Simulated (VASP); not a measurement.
Runs of VASP 6.6.1 on LiF. The structure is that of space group Fm-3m (No. 225), or close to it. The cells are those of the table. 

| level | potentials or basis | cell | gap on the mesh (eV) |
| --- | --- | --- | --- |
| LDA | VASP PAW LDA potentials, release 64 (Li_sv, F) | a = 2.764 Å, angles 60.0°, 2 atoms | (a) |
| LDA | VASP PAW LDA potentials, release 64 (Li_sv, F) | a = 2.800 Å, angles 60.0°, 2 atoms | 9.31 |
| RPBE+D4 | VASP PAW PBE potentials, release 64 (Li_sv, F) | a = 2.896 Å, angles 60.0°, 2 atoms | 8.93 |
| RPBE+D4 | VASP PAW PBE potentials, release 64 (Li_sv, F) | a = 2.934 Å, angles 60.0°, 2 atoms | (b) |
| PBE+D4 | VASP PAW PBE potentials, release 64 (Li_sv, F) | a = 2.879 Å, angles 60.0°, 2 atoms | 8.81 |

Alike in all rows: task single point; no spin polarisation; k mesh 10 × 10 × 10; cutoff (eV) 520; smearing gaussian 0.05 eV.

Task: Estimate the missing entries.

Result: (a) 9.69; (b) 8.61.

A k mesh can miss the band edges.
